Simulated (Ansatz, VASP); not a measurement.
## Sn3PbSe4: VASP beside Ansatz

```
CELL_PARAMETERS angstrom
-3.03138 3.03138 6.05997
3.03138 -3.03138 6.05997
3.03138 3.03138 -6.05997
ATOMIC_POSITIONS crystal
Sn 0.75000 0.25000 0.50000
Sn 0.00000 0.00000 0.00000
Sn 0.25000 0.75000 0.50000
Se 0.50000 0.00000 0.50000
Se 0.75366 0.75366 0.00000
Se 0.00000 0.50000 0.50000
Se 0.24634 0.24634 0.00000
Pb 0.50000 0.50000 0.00000
```

Alike in both runs: task single point; functional PBE; k mesh 6 × 6 × 6; occupations fermi-dirac, width 0.02 eV; no spin polarisation.

```csv
,VASP,Ansatz
version,VASP 6.6.1,Ansatz 0.2.0
potentials or method,"VASP PAW PBE potentials, release 64 (Sn_d, Se, Pb_d)","plane waves, PAW"
plane-wave cutoff (eV),520,420
valence electrons in the cell,80,120
```

```csv
,VASP,Ansatz,Ansatz less VASP
pressure (GPa),1.0,1.0,0.00
```

VASP's potentials hold 80 valence electrons a cell and Ansatz's 120, so a difference there can come from the potentials and not from the codes.

Spin-orbit coupling is off throughout.
